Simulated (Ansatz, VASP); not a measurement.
# One calculation of Ge, two programs

File INCAR:

```
SYSTEM = Ge
PREC = Accurate
ENCUT = 520
EDIFF = 1E-6
ISMEAR = -1
SIGMA = 0.1
LREAL = .False.
LASPH = .True.
NELM = 100
ALGO = Normal
ISIF = 2
LWAVE = .False.
LCHARG = .False.
GGA = PS
NBANDS = 21
```

Contents of KPOINTS:

```
Automatic mesh
0
Gamma
  18 18 18
  0 0 0
```

File POSCAR:

```
Ge
1.0
   -2.4758313386      2.4758313386      1.3560172859
    2.4758313386     -2.4758313386      1.3560172859
    2.4758313386      2.4758313386     -1.3560172859
Ge
2
Direct
    0.2500000000      0.7500000000      0.5000000000
    0.5000000000      0.5000000000      0.0000000000
```

Input for Ansatz:

```yaml
crystal:
  lattice:
    - [-2.4758313386, 2.4758313386, 1.3560172859]
    - [2.4758313386, -2.4758313386, 1.3560172859]
    - [2.4758313386, 2.4758313386, -1.3560172859]
  atoms:
    - { symbol: Ge, position: [0.25, 0.75, 0.5] }
    - { symbol: Ge, position: [0.5, 0.5, 0.0] }
basis:
  ecutwfc: 420
kpoints:
  mp_grid: { grid: [18, 18, 18] }
  band_path:
    path:
      - [[0.0, 0.0, 0.0], [0.0, 0.0, 0.5], [-0.5, 0.5, 0.5], [0.0, 0.0, 0.0], [0.32499432, 0.32499432, -0.32499432]]
      - [[-0.32499432, 0.67500568, 0.32499432], [-0.5, 0.5, 0.5]]
      - [[0.0, 0.0, 0.5], [0.25, 0.25, 0.25], [0.0, 0.5, 0.0], [0.0, 0.0, 0.0]]
    npoints: 12
hamiltonian:
  xc: pbesol
scf:
  occupations: { method: fermi_dirac, width: 0.1 }
  n_extra_bands: 6
output:
  forces: true
  stress: true
  eigenvalues: true
```

Alike in both runs: task single point; functional PBEsol; k mesh 18 × 18 × 18; occupations fermi-dirac, width 0.1 eV; no spin polarisation.

|  | VASP | Ansatz |
| --- | --- | --- |
| version | VASP 6.6.1 | Ansatz 0.2.0 |
| potentials or method | VASP PAW PBE potentials, release 64 (Ge_d), cutoff 520 eV | scalar-relativistic, plane waves, PAW |
| valence electrons in the cell | 28 | 28 |

|  | VASP | Ansatz | Ansatz less VASP |
| --- | --- | --- | --- |
| gap on the k mesh at the Fermi level (eV) | none | none | - |
| pressure (GPa) | 9.7 | 9.8 | +0.08 |
| traceless stress, the component that is largest in VASP (GPa) | 0.06 | 0.01 | -0.050 |

VASP's potentials were made for PBE, not for PBEsol. A gap of «none» marks a metal or a gap that the smearing closes.
